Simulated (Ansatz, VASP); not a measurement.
# HfN in VASP and in Ansatz

```
Hf N
1.0
     0.00000    2.16020    2.21705
     2.16020    0.00000    2.21705
     2.16020    2.16020    0.00000
Hf N
1 1
Direct
  0.00000 0.00000 0.00000
  0.50000 0.50000 0.50000
```

Change from the starting cell: strain -0.050 along x and y, -0.025 along z, atoms carried along.

Alike in both runs: task single point; functional PBE; k mesh 22 × 22 × 22; occupations gaussian, width 0.15 eV; no spin polarisation.

|  | VASP | Ansatz |
| --- | --- | --- |
| version | VASP 6.6.1 | Ansatz 0.2.0 |
| potentials or method | VASP PAW PBE potentials, release 64 (Hf_pv, N), cutoff 520 eV | scalar-relativistic, plane waves, PAW |
| valence electrons in the cell | 15 | 31 |

|  | VASP | Ansatz | Ansatz less VASP |
| --- | --- | --- | --- |
| gap on the k mesh at the Fermi level (eV) | none | none | - |
| pressure (GPa) | 42.2 | 44.8 | +2.52 |
| traceless stress, the component that is largest in VASP (GPa) | -13.73 | -13.74 | -0.018 |

A gap of «none» marks a metal or a gap that the smearing closes. Both programs put the cell under a high pressure, so it lies far from rest at this level. VASP's potentials hold 15 valence electrons a cell and Ansatz's 31, so a difference there can come from the potentials and not from the codes.

Neither program's run includes spin-orbit coupling.
